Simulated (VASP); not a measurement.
# NaTa3O3: single point with PBE

NaTa3O3:

```
CELL_PARAMETERS angstrom
4.36358 0.00000 0.00000
0.00000 4.36358 0.00000
0.00000 0.00000 4.36358
ATOMIC_POSITIONS crystal
Na 0.50000 0.50000 0.50000
Ta 0.00000 0.50000 0.00000
Ta 0.00000 0.00000 0.50000
Ta 0.50000 0.00000 0.00000
O 0.50000 0.00000 0.50000
O 0.50000 0.50000 0.00000
O 0.00000 0.50000 0.50000
```

The cell was built from a structure type or drawn by symmetry, and may not be a known phase.

```yaml
Program: VASP 6.6.1
Task: single point
Functional: PBE
Potentials_or_basis: VASP PAW PBE potentials, release 64 (Na_pv, Ta_pv, O)
Cutoff: 520 eV
k_mesh: 8 × 8 × 8
Occupations: gaussian, width 0.1 eV
Spin: no spin polarisation
```

```yaml
Pressure: 0.4 GPa
Band_gap_on_the_k_mesh: zero (bands 29 and 30 overlap by 2.13 eV)
```

Levels at points of the mesh, in eV from the Fermi level:
| k point | band 27 | band 28 | band 29 | band 30 | band 31 | band 32 |
| --- | --- | --- | --- | --- | --- | --- |
| (0.00, 0.00, 0.00) | -3.58 | -3.58 | 0.06 | 0.06 | 0.06 | 1.19 |
| (0.50, 0.00, 0.00) | -1.08 | -1.06 | -1.06 | -0.23 | -0.09 | -0.09 |
| (0.50, 0.50, 0.00) | -1.70 | -1.70 | 0.33 | 0.80 | 0.80 | 1.15 |
| (0.50, 0.50, 0.50) | -2.39 | -0.38 | 1.38 | 2.20 | 2.20 | 2.48 |

Run time: 47 s on 1 thread of AMD EPYC 9R45 96-Core Processor (Zen 5), on a shared host, peak memory 0.2 GiB.

Caveat: spin-orbit coupling is left out, which moves the levels of the heavy elements.
